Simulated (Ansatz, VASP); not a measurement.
**ScIr2 in VASP and in Ansatz**

INCAR

```
SYSTEM = ScIr2
ALGO = Normal
EDIFF = 1E-7
ENCUT = 520
GGA = CA
ISIF = 2
ISMEAR = 0
LASPH = .TRUE.
LCHARG = .FALSE.
LREAL = .FALSE.
LWAVE = .FALSE.
NBANDS = 38
NELM = 80
PREC = Accurate
SIGMA = 0.1
```

Contents of KPOINTS:

```
k-points
0
G
  6 6 6
  0 0 0
```

File POSCAR:

```
ScIr2
1.0
    0.0000000000      3.7694709769      3.7694709769
    3.7694709769      0.0000000000      3.7694709769
    3.7694709769      3.7694709769      0.0000000000
Sc Ir
2 4
Direct
    0.0000000000      0.0000000000      0.0000000000
    0.2500000000      0.2500000000      0.2500000000
    0.6250000000      0.6250000000      0.6250000000
    0.1250000000      0.6250000000      0.6250000000
    0.6250000000      0.6250000000      0.1250000000
    0.6250000000      0.1250000000      0.6250000000
```

Input for Ansatz:

```yaml
crystal:
  lattice:
    - [0.0, 3.7694709768541106, 3.7694709768541106]
    - [3.7694709768541106, 0.0, 3.7694709768541106]
    - [3.7694709768541106, 3.7694709768541106, 0.0]
  atoms:
    - { symbol: Sc, position: [0.0, 0.0, 0.0] }
    - { symbol: Sc, position: [0.25, 0.25, 0.25] }
    - { symbol: Ir, position: [0.625, 0.625, 0.625] }
    - { symbol: Ir, position: [0.125, 0.625, 0.625] }
    - { symbol: Ir, position: [0.625, 0.625, 0.125] }
    - { symbol: Ir, position: [0.625, 0.125, 0.625] }
basis:
  ecutwfc: 510.0
kpoints:
  mp_grid:
    grid: [6, 6, 6]
hamiltonian:
  xc: lda
scf:
  max_iter: 80
  convergence:
    dr2_threshold: 1.0e-09
  occupations:
    method: gaussian
    width: 0.1
output:
  stress: true
```

Alike in both runs: task single point; functional LDA; k mesh 6 × 6 × 6; occupations gaussian, width 0.1 eV; no spin polarisation.

|  | VASP | Ansatz |
| --- | --- | --- |
| version | VASP 6.6.1 | Ansatz 0.2.0 |
| potentials or method | VASP PAW LDA potentials, release 64 (Sc_sv, Ir), cutoff 520 eV | plane waves, PAW |
| valence electrons in the cell | 58 | 90 |

|  | VASP | Ansatz | Ansatz less VASP |
| --- | --- | --- | --- |
| pressure (GPa) | -20.0 | -20.9 | -0.94 |

LDA's correlation is that of Perdew and Zunger in VASP and of Perdew and Wang (1992) in Ansatz. VASP's potentials hold 58 valence electrons a cell and Ansatz's 90, so a difference there can come from the potentials and not from the codes. Ansatz's warnings: stress scf threshold loose.

Spin-orbit coupling is off throughout.
